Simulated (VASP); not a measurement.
Input of a VASP 6.6.1 run:

Contents of POSCAR:

```
Ag
1.0
    0.0000000000      1.9885853185      1.9885853185
    1.9885853185      0.0000000000      1.9885853185
    1.9885853185      1.9885853185      0.0000000000
Ag
1
Direct
    0.0000000000      0.0000000000      0.0000000000
```

INCAR.step1

```
SYSTEM = Ag
PREC = Accurate
ENCUT = 520
ISMEAR = 0
SIGMA = 0.1
LREAL = .FALSE.
LASPH = .TRUE.
NELM = 60
NBANDS = 12
GGA = PE
ALGO = Normal
EDIFF = 1E-4
LWAVE = .TRUE.
LCHARG = .FALSE.
```

INCAR.step2

```
SYSTEM = Ag
PREC = Accurate
ENCUT = 520
EDIFF = 1E-6
ISMEAR = 0
SIGMA = 0.1
LREAL = .FALSE.
LASPH = .TRUE.
NELM = 60
ALGO = Normal
ISIF = 2
LWAVE = .FALSE.
LCHARG = .FALSE.
METAGGA = R2SCAN
LMIXTAU = .TRUE.
NBANDS = 12
ISTART = 1
```

File KPOINTS:

```
Automatic mesh
0
G
  18 18 18
  0 0 0
```

Potentials or basis: VASP PAW PBE potentials, release 64 (Ag).

The run is started by

```console
$ cat potpaw_PBE.64/Ag/POTCAR > POTCAR
$ cp INCAR.step1 INCAR
$ mpirun -np 1 vasp_std > vasp.out
$ cp INCAR.step2 INCAR
$ mpirun -np 1 vasp_std > vasp.out
```

Q: Predict the pressure.

A: 13.2 GPa.

Caveat: the PAW data sets were made with another functional, which shifts forces and pressure a little.
